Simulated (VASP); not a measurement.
# Na3ScAg: single point with PBE

Na3ScAg:

```
Na Sc Ag
1.0
     5.46269    0.00000    0.00000
     0.00000    5.46269    0.00000
     0.00000    0.00000    5.46269
Na Sc Ag
3 1 1
Direct
  0.00000 0.50000 0.50000
  0.50000 0.00000 0.50000
  0.50000 0.50000 0.00000
  0.00000 0.00000 0.00000
  0.50000 0.50000 0.50000
```

The cell was generated, and may not be a known phase.

```json
{"Program": "VASP 6.6.1", "Task": "single point", "Functional": "PBE", "Potentials or basis": "VASP PAW PBE potentials, release 64 (Na_pv, Sc_sv, Ag)", "Cutoff": "520 eV", "k mesh": "4 × 4 × 4", "Occupations": "gaussian, width 0.1 eV", "Spin": "collinear spin", "Starting moments": "[0.0, 0.0, 0.0, 1.0, 0.0] μB", "Dipole correction": "no", "Further INCAR settings": "ALGO = Fast; EDIFF = 1e-06; NBANDS = 34"}
```

```json
{
  "Pressure": "0.3 GPa",
  "Net moment": "0.93 μB per cell",
  "Site moments": "Na -0.00; Sc +0.58; Ag +0.00 μB",
  "Valence electrons inside the program's atomic spheres": "Na 6.08; Sc 9.15; Ag 9.90"
}
```

Levels at points of the mesh, in eV from the Fermi level:
Spin up:
```csv
k point,band 19,band 20,band 21,band 22,band 23,band 24,band 25,band 26
"(0.00, 0.00, 0.00)",-4.13,-0.28,-0.28,0.03,0.52,0.52,0.52,0.97
"(0.50, 0.00, 0.00)",-3.09,-2.51,-0.21,0.19,0.19,0.32,0.53,1.56
"(0.50, 0.50, 0.00)",-2.44,-1.27,-1.01,-1.01,0.26,0.37,0.38,0.38
"(0.50, 0.50, 0.50)",-1.79,-0.53,-0.53,-0.53,-0.23,0.37,0.37,0.40
```
Spin down:
```csv
k point,band 18,band 19,band 20,band 21,band 22,band 23,band 24,band 25
"(0.00, 0.00, 0.00)",-4.59,-4.05,0.26,0.44,0.44,0.79,0.79,0.79
"(0.50, 0.00, 0.00)",-4.59,-3.08,-2.28,0.40,0.40,0.54,0.80,1.14
"(0.50, 0.50, 0.00)",-4.60,-2.46,-0.93,-0.89,-0.89,0.64,0.64,0.87
"(0.50, 0.50, 0.50)",-4.61,-1.83,-0.42,-0.42,-0.42,0.10,0.66,0.66
```

Wall time 2.2 min on 1 thread of AMD EPYC 7R13 Processor (Zen 3), with other jobs on the host, peak memory 0.33 GiB.

Caveat: a moment this small can come from the mesh or the smearing.
